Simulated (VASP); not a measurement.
Runs of VASP 6.6.1 on Se. The structure is that of space group Pm-3n (No. 223), or close to it. The cells are those of the table. 

| task | cell | k mesh | cutoff (eV) | gap on the mesh (eV) | pressure (GPa) | relaxed volume (Å³/atom) |
| --- | --- | --- | --- | --- | --- | --- |
| relaxation of cell and atoms | relaxed from a = 5.980 Å, 8 atoms | 4 × 4 × 4 | 600 | - | -0.1 | 20.93 |
| single point | a = 5.499 Å, 8 atoms | 8 × 8 × 8 | 520 | none | 0.0 | - |
| single point | a = 5.980 Å, 8 atoms | 4 × 4 × 4 | 520 | none | (a) | - |
| single point | a = 5.508 Å, 8 atoms | 4 × 4 × 4 | 520 | none | 0.0 | - |
| relaxation of cell and atoms | relaxed from a = 5.508 Å, 8 atoms | 8 × 8 × 8 | 600 | - | 0.0 | 20.79 |

Alike in all rows: level PBE; potentials or basis VASP PAW PBE potentials, release 64 (Se); no spin polarisation; smearing gaussian 0.1 eV.

**Question.** Estimate the missing entries.

**Answer.** (a) -9.1.

Caveats: the highest band is partly filled, so the run has too few bands (at least some runs); the volume moved by over 15 % at a fixed basis, so the end points are rough (at least some runs); the cell stands under tension (at least some runs).

A k mesh can miss the band edges, and the runs leave out spin-orbit coupling on Se.

A gap of «none» marks levels without a gap at the run's occupations.
